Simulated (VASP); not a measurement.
# Sn (I4_1/amd) in VASP: single point with r2SCAN

Aim: the single point of Sn with r2SCAN.

Everything below comes from runs of VASP 6.6.1. Logs are shortened: lines on timing, memory, paths and dates and some standing lists are left out, and cuts for length are marked.

### Step 1. The cell of the first run

The structure is tetragonal, space group I4_1/amd (No. 141). Conventional cell: a = 4.643 Å, b = 4.643 Å, c = 6.369 Å, α = 90.00°, β = 90.00°, γ = 90.00°. Within 3.7 Å of Sn (site symmetry -4m2) lie 4 Sn at 2.82 Å.

### Step 2. Single point, r2SCAN (strain -0.0300 x Voigt [0, 1, 0, 0, 0, 0])

Input file POSCAR:

```
Sn
1.0
    0.0000000000      3.1846070370      3.2831000381
    3.2831000381      0.0000000000      3.2831000381
    3.2831000381      3.1846070370      0.0000000000
Sn
2
Direct
    0.5000000000      0.5000000000      0.5000000000
    0.7500000000      0.7500000000      0.7500000000
```

Input file INCAR.step1:

```
SYSTEM = Sn
PREC = Accurate
ENCUT = 520
ISMEAR = 0
SIGMA = 0.15
LREAL = .False.
LASPH = .True.
NELM = 60
NBANDS = 21
GGA = PE
ALGO = Normal
EDIFF = 1E-4
LWAVE = .True.
LCHARG = .False.
```

Input file INCAR.step2:

```
SYSTEM = Sn
PREC = Accurate
ENCUT = 520
EDIFF = 1E-6
ISMEAR = 0
SIGMA = 0.15
LREAL = .False.
LASPH = .True.
NELM = 60
ALGO = Normal
ISIF = 2
LWAVE = .False.
LCHARG = .False.
METAGGA = R2SCAN
LMIXTAU = .True.
NBANDS = 21
ISTART = 1
```

Input file KPOINTS:

```
Automatic mesh
0
Gamma
  16 16 16
  0 0 0
```

Potentials or basis: VASP PAW PBE potentials, release 64 (Sn_d).

Command:

```console
$ cat potpaw_PBE.64/Sn_d/POTCAR > POTCAR
$ cp INCAR.step1 INCAR
$ mpirun -np 1 vasp_std > vasp.out
$ cp INCAR.step2 INCAR
$ mpirun -np 1 vasp_std > vasp.out
```

OUTCAR:

```text
SYSTEM = Sn
   PREC = Accurate
   ENCUT = 520
   EDIFF = 1E-6
   ISMEAR = 0
   LREAL = .False.
   LASPH = .True.
   NELM = 60
   ISIF = 2
   METAGGA = R2SCAN
   ISTART = 1

 ion  position               nearest neighbor table
   1  0.500  0.500  0.500-   2 2.82   2 2.82   2 2.82   2 2.82
   2  0.750  0.750  0.750-   1 2.82   1 2.82   1 2.82   1 2.82

  LATTYP: Found a body centered tetragonal cell.
 ALAT       =     4.6430046005
 C/A-ratio  =     1.3717871555

  Lattice vectors:

 A1 = (   0.0000000000,  -3.1846070370,   3.2831000381)
 A2 = (   0.0000000000,  -3.1846070370,  -3.2831000381)
 A3 = (   3.2831000381,   3.1846070370,   0.0000000000)

Analysis of symmetry for initial positions (statically):
=====================================================================
 Subroutine PRICEL returns:
 Original cell was already a primitive cell.

 Routine SETGRP: Setting up the symmetry group for a
 body centered tetragonal supercell.

 Subroutine GETGRP returns: Found 16 space group operations
 (whereof  8 operations were pure point group operations)
 out of a pool of 16 trial point group operations.

The static configuration has the point symmetry D_2d.
 The point group associated with its full space group is D_4h.

Analysis of symmetry for dynamics (positions and initial velocities):
=====================================================================
 Subroutine PRICEL returns:
 Original cell was already a primitive cell.

 Routine SETGRP: Setting up the symmetry group for a
 body centered tetragonal supercell.

 Subroutine GETGRP returns: Found 16 space group operations
 (whereof  8 operations were pure point group operations)
 out of a pool of 16 trial point group operations.

The dynamic configuration has the point symmetry D_2d.
 The point group associated with its full space group is D_4h.

 Subroutine INISYM returns: Found 16 space group operations
 (whereof  8 operations are pure point group operations),
 and found     1 'primitive' translations

----------------------------------------------------------------------------------------

                                     Primitive cell

  volume of cell :      68.6521

  direct lattice vectors                    reciprocal lattice vectors
     0.000000000  3.184607037  3.283100038    -0.152295085  0.157005242  0.152295085
     3.283100038  0.000000000  3.283100038     0.152295085 -0.157005242  0.152295085
     3.283100038  3.184607037  0.000000000     0.152295085  0.157005242 -0.152295085

  length of vectors
     4.573889793  4.643004601  4.573889793     0.266529984  0.266529984  0.266529984

  position of ions in fractional coordinates (direct lattice)
     0.500000000  0.500000000  0.500000000
     0.750000000  0.750000000  0.750000000

  ion indices of the primitive-cell ions
   primitive index   ion index
                 1           1
                 2           2

----------------------------------------------------------------------------------------

 KPOINTS: Automatic mesh

Automatic generation of k-mesh.
 Grid dimensions read from file:
 generate k-points for:   16   16   16

 Generating k-lattice:

  Cartesian coordinates                     Fractional coordinates (reciprocal lattice)
    -0.009518443  0.009812828  0.009518443     0.062500000  0.000000000  0.000000000
     0.009518443 -0.009812828  0.009518443     0.000000000  0.062500000  0.000000000
     0.009518443  0.009812828 -0.009518443     0.000000000  0.000000000  0.062500000

  Length of vectors
     0.016658124  0.016658124  0.016658124

  Shift w.r.t. Gamma in fractional coordinates (k-lattice)
     0.000000000  0.000000000  0.000000000

 Subroutine IBZKPT returns following result:
 ===========================================

 Found    349 irreducible k-points:

 Following reciprocal coordinates:
            Coordinates               Weight
  0.000000  0.000000  0.000000      1.000000
  0.062500  0.000000  0.000000      8.000000
  0.125000  0.000000  0.000000      8.000000
  0.187500  0.000000  0.000000      8.000000
  0.250000  0.000000  0.000000      8.000000
  0.312500  0.000000 -0.000000      8.000000
[... 16 lines left out ...]
 -0.125000  0.062500  0.000000     16.000000
 -0.062500  0.062500  0.000000      8.000000
 [... further k-points ...]
   k-points           NKPTS =    349   k-points in BZ     NKDIM =    349   number of bands    NBANDS=     21
   number of dos      NEDOS =    301   number of ions     NIONS =      2
   total plane-waves  NPLWV =  46656
   dimension x,y,z NGX =    36 NGY =   36 NGZ =   36
   dimension x,y,z NGXF=    72 NGYF=   72 NGZF=   72
   ions per type =               2
   NGX,Y,Z   is equivalent  to a cutoff of  13.08, 12.89, 13.08 a.u.
   NGXF,Y,Z  is equivalent  to a cutoff of  26.17, 25.78, 26.17 a.u.
 SYSTEM =  Sn
   PREC   = accura    normal or accurate (medium, high low for compatibility)
   ISTART =      1    job   : 0-new  1-cont  2-samecut
   ICHARG =      0    charge: 1-file 2-atom 10-const
   ISPIN  =      1    spin polarized calculation?
   LNONCOLLINEAR =      F non collinear calculations
   LSORBIT =      F    spin-orbit coupling
   LASPH  =      T    aspherical Exc in radial PAW
   ENCUT  =  520.0 eV  38.22 Ry    6.18 a.u.   8.50  8.63  8.50*2*pi/ulx,y,z
   NELM   =     60;   NELMIN=  2; NELMDL=  0     # of ELM steps
   EDIFF  = 0.1E-05   stopping-criterion for ELM
   LREAL  =      F    real-space projection
   EDIFFG = 0.1E-04   stopping-criterion for IOM
   NSW    =      0    number of steps for IOM
   IBRION =     -1    ionic relax: 0-MD 1-quasi-New 2-CG
   NFREE  =      0    steps in history (QN), initial steepest desc. (CG)
   ISIF   =      2    stress and relaxation
   ISYM   =      2    0-nonsym 1-usesym 2-fastsym
   POTIM  = 0.5000    time-step for ionic-motion
   TEBEG  =    0.0;   TEEND  =   0.0 temperature during run
   PSTRESS=    0.0 pullay stress
   NELECT =      28.0000    total number of electrons
   NUPDOWN=      -1.0000    fix difference up-down
   EMIN   =  10.00;   EMAX   =-10.00  energy-range for DOS
   EFERMI =   0.00;   METHOD = LEGACY
   ISMEAR =     0;   SIGMA  =   0.15  broadening in eV -4-tet -1-fermi 0-gaus
   EFERMI_NEDOS =   21; number of points for ismear=-14 and -15
   IALGO  =     38    algorithm
   IMIX   =      4    mixing-type and parameters
     AMIX     =   0.40;   BMIX     =  1.00
     AMIX_MAG =   1.60;   BMIX_MAG =  1.00
  volume/ion in A,a.u.               =      34.33       231.64
  Fermi-wavevector in a.u.,A,eV,Ry     =   1.214067  2.294255 20.054440  1.473960
  Thomas-Fermi vector in A             =   2.349499
   LORBIT       =      0    0 simple, 1 ext, 2 COOP (PROOUT), +10 PAW based schemes
   METAGGA = R2SCAN    functional components
   LHFCALC =     F    Hartree Fock is set to
   AEXX    =    0.0000 exact exchange contribution
   IVDW    =     0    specifies the selected vdW correction
   LEPSILON=     F    determine dielectric tensor
   LRPA    =     F    only Hartree local field effects (RPA)
 non-spin polarized calculation
 Gauss-broadening in eV      SIGMA  =   0.15
  energy-cutoff  :      520.00
  volume of cell :       68.65
 maximum number of plane-waves:      1883
 NGX is ok and might be reduce to    36
   NGX = 17   NGY = 17   NGZ = 17

 number of electron      27.9999990 magnetization

 Free energy of the ion-electron system (eV)
  ---------------------------------------------------
  ext. energy  EPLUGINS =         0.00000000
  ---------------------------------------------------
  free energy    TOTEN  =       -49.48224880 eV

  energy without entropy =      -49.48165917  energy(sigma->0) =      -49.48195398

 E-fermi :   5.5916     XC(G=0):  -9.5708

 val. band max:        5.5126753790   @ k =   0.0625   0.0000   0.0000
 cond. band min:       5.6467902260   @ k =   0.5000   0.0000   0.0000
 fundamental gap:      0.1341148470
 Fermi energy:         5.5915816012

 k-point     1 :       0.0000    0.0000    0.0000
  band No.  band energies     occupation
      1     -16.8744      2.00000
      2     -16.8608      2.00000
      3     -16.8608      2.00000
      4     -16.8021      2.00000
      5     -16.7966      2.00000
      6     -16.4864      2.00000
[... 13 lines left out ...]
     20      13.5350      0.00000
     21      13.9854      0.00000

 k-point     2 :       0.0625    0.0000    0.0000
  band No.  band energies     occupation
      1     -16.8762      2.00000
      2     -16.8644      2.00000
      3     -16.8615      2.00000
      4     -16.7970      2.00000
      5     -16.7921      2.00000
      6     -16.4915      2.00000
[... 13 lines left out ...]
     20      13.1723      0.00000
     21      13.4967      0.00000

 k-point     3 :       0.1250    0.0000    0.0000
  band No.  band energies     occupation
      1     -16.8822      2.00000
      2     -16.8721      2.00000
      3     -16.8607      2.00000
      4     -16.7853      2.00000
      5     -16.7810      2.00000
      6     -16.5029      2.00000
[... 13 lines left out ...]
     20      12.7761      0.00000
     21      13.0422      0.00000

 k-point     4 :       0.1875    0.0000    0.0000
  band No.  band energies     occupation
      1     -16.8902      2.00000
      2     -16.8801      2.00000
      3     -16.8573      2.00000
      4     -16.7716      2.00000
      5     -16.7679      2.00000
      6     -16.5149      2.00000
[... 13 lines left out ...]
     20      12.5847      0.00000
     21      12.8119      0.00000

 k-point     5 :       0.2500    0.0000    0.0000
  band No.  band energies     occupation
      1     -16.8976      2.00000
      2     -16.8867      2.00000
      3     -16.8525      2.00000
      4     -16.7587      2.00000
      5     -16.7556      2.00000
      6     -16.5253      2.00000
[... 13 lines left out ...]
     20      12.6665      0.00000
     21      12.8096      0.00000

 k-point     6 :       0.3125    0.0000   -0.0000
  band No.  band energies     occupation
      1     -16.9033      2.00000
      2     -16.8914      2.00000
      3     -16.8474      2.00000
      4     -16.7484      2.00000
      5     -16.7458      2.00000
      6     -16.5333      2.00000
[... 13 lines left out ...]
     20      13.0382      0.00000
     21      13.0559      0.00000

 k-point     7 :       0.3750    0.0000    0.0000
  band No.  band energies     occupation
      1     -16.9073      2.00000
      2     -16.8943      2.00000
      3     -16.8429      2.00000
      4     -16.7412      2.00000
      5     -16.7391      2.00000
      6     -16.5384      2.00000
[... 13 lines left out ...]
     20      13.5712      0.00000
     21      13.6491      0.00000
[... 291 lines left out ...]
      1     -16.9073      2.00000
      2     -16.8953      2.00000
      3     -16.8398      2.00000
      4     -16.7489      2.00000
      5     -16.7345      2.00000
      6     -16.5456      2.00000
[... 13 lines left out ...]
     20      12.7838      0.00000
     21      13.9974      0.00000

 k-point    21 :      -0.2500    0.0625    0.0000
  band No.  band energies     occupation
      1     -16.9022      2.00000
      2     -16.8895      2.00000
      3     -16.8468      2.00000
      4     -16.7587      2.00000
      5     -16.7434      2.00000
      6     -16.5396      2.00000
[... 13 lines left out ...]
     20      12.4654      0.00000
     21      13.4349      0.00000

 k-point    22 :      -0.1875    0.0625    0.0000
  band No.  band energies     occupation
      1     -16.8954      2.00000
      2     -16.8819      2.00000
      3     -16.8540      2.00000
      4     -16.7702      2.00000
      5     -16.7558      2.00000
      6     -16.5299      2.00000
[... 13 lines left out ...]
     20      12.4433      0.00000
     21      13.0758      0.00000

 k-point    23 :      -0.1250    0.0625    0.0000
  band No.  band energies     occupation
      1     -16.8873      2.00000
      2     -16.8732      2.00000
      3     -16.8602      2.00000
      4     -16.7823      2.00000
      5     -16.7700      2.00000
      6     -16.5176      2.00000
[... 13 lines left out ...]
     20      12.4681      0.00000
     21      13.0251      0.00000

 k-point    24 :      -0.0625    0.0625    0.0000
  band No.  band energies     occupation
      1     -16.8798      2.00000
      2     -16.8657      2.00000
      3     -16.8636      2.00000
      4     -16.7924      2.00000
      5     -16.7836      2.00000
      6     -16.5040      2.00000
[... 13 lines left out ...]
     20      12.8066      0.00000
     21      13.3412      0.00000

 [... further k-points ...]

------------------------ aborting loop because EDIFF is reached ----------------------------------------

  FORCE on cell =-STRESS in cart. coord.  units (eV):
  Direction    XX          YY          ZZ          XY          YZ          ZX
  --------------------------------------------------------------------------------------
  -------------------------------------------------------------------------------------
  Total        0.4367042      0.8811743      0.4367042      0.0000000     -0.0000000      0.0000000
  in kB       10.1916351     20.5645080     10.1916351      0.0000000     -0.0000000      0.0000000
  external PRESSURE =      13.6492594 kB  Pullay stress =       0.0000000 kB

 VOLUME and BASIS-vectors are now :
 -----------------------------------------------------------------------------
  energy-cutoff  :      520.00
  volume of cell :       68.65
      direct lattice vectors                 reciprocal lattice vectors
     0.000000000  3.184607037  3.283100038    -0.152295085  0.157005242  0.152295085
     3.283100038  0.000000000  3.283100038     0.152295085 -0.157005242  0.152295085
     3.283100038  3.184607037  0.000000000     0.152295085  0.157005242 -0.152295085

 POSITION                                       TOTAL-FORCE (eV/Angst)
 -----------------------------------------------------------------------------------
      3.28310      3.18461      3.28310         0.000000      0.000000     -0.000000
      4.92465      4.77691      4.92465        -0.000000      0.000000      0.000000
 -----------------------------------------------------------------------------------
    total drift:                                0.000000      0.000000      0.000000

  FREE ENERGIE OF THE ION-ELECTRON SYSTEM (eV)
  ---------------------------------------------------
  free  energy   TOTEN  =       -49.4822488012 eV

  energy  without entropy=      -49.4816591680  energy(sigma->0) =      -49.48195398
```

Wall time 27 min (1 thread of Intel Xeon 8259CL, shared host); peak memory 0.52 GiB.

What came out:

| Item | Value |
| --- | --- |
| Free energy | -49.4822 eV |
| Pressure | 1.4 GPa |

Stress tensor (GPa, compression positive):
```
1.02 0.00 0.00
0.00 2.06 0.00
0.00 0.00 1.02
```

Caveat: the cell differs from its parent crystal (strain -0.0300 x Voigt [0, 1, 0, 0, 0, 0]); the PAW data sets were made with another functional, which shifts forces and pressure a little; spin-orbit coupling is left out, which moves the levels of the heavy elements.
